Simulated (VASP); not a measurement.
A run of VASP 6.6.1 is set up as follows.

INCAR

```
SYSTEM = KTa6
ALGO = Normal
DIPOL = 0.5 0.5 0.354
EDIFF = 1E-6
ENCUT = 520
GGA = PS
IDIPOL = 3
ISIF = 2
ISMEAR = 0
LASPH = .True.
LCHARG = .True.
LDIPOL = .True.
LELF = .True.
LREAL = .False.
LVACPOTAV = .True.
LVHAR = .True.
LWAVE = .False.
NBANDS = 46
NELM = 60
PREC = Accurate
SIGMA = 0.1
```

Contents of KPOINTS:

```
k-points
0
Gamma
  6 6 1
  0 0 0
```

The input POSCAR:

```
KTa6
1.0
    4.6392671641      0.0000000000      0.0000000000
   -2.3196335820      4.0177232190      0.0000000000
    0.0000000000      0.0000000000     19.9438808521
Ta K
6 1
Direct
    0.6666666666      0.3333333333      0.2005627706
    0.3333333333      0.6666666667      0.2480453269
    0.0000000000      0.0000000000      0.2955278831
    0.6666666666      0.3333333333      0.3400187729
    0.3333333333      0.6666666667      0.3814681516
    0.0000000000      0.0000000000      0.4233820346
    0.1111111111      0.2222222222      0.5878652985
```

Potentials or basis: VASP PAW PBE potentials, release 64 (Ta_pv, K_sv).

Command:

```console
$ cat potpaw_PBE.64/Ta_pv/POTCAR potpaw_PBE.64/K_sv/POTCAR > POTCAR
$ mpirun -np 1 vasp_std > vasp.out
```

(1) Estimate the largest force.

(2) What does it give for the band gap on the k mesh?

Answers

(1) 1.814 eV/Å.

(2) zero (an odd number of electrons rules out a gap without spin polarisation).

Caveat: the PAW data sets were made with another functional, which shifts forces and pressure a little; spin-orbit coupling is left out, which moves the levels of the heavy elements.
